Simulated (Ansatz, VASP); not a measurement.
## Two plane-wave programs on AlN

```xyz
2
Lattice="0.0000 2.1394 2.1394 2.1394 0.0000 2.1394 2.1394 2.1394 0.0000" Properties=species:S:1:pos:R:3 pbc="T T T"
Al    0.0000    0.0000    0.0000
N     1.0697    1.0697    1.0697
```

Alike in both runs: task single point; functional PBE; dispersion D4; k mesh 10 × 10 × 10; occupations fermi-dirac, width 0.05 eV; no spin polarisation.

```csv
,VASP,Ansatz
version,VASP 6.6.1,Ansatz 0.2.0
potentials or method,"VASP PAW PBE potentials, release 64 (Al, N)",Ansatz PAW
plane-wave cutoff (eV),600,420
valence electrons in the cell,8,8
```

|  | VASP | Ansatz | Ansatz less VASP |
| --- | --- | --- | --- |
| gap on the k mesh at the Fermi level (eV) | 3.35 | 3.36 | +0.009 |
| least direct gap on the mesh (eV) | 4.76 | 4.74 | -0.014 |
| pressure (GPa) | 13.9 | 14.3 | +0.35 |
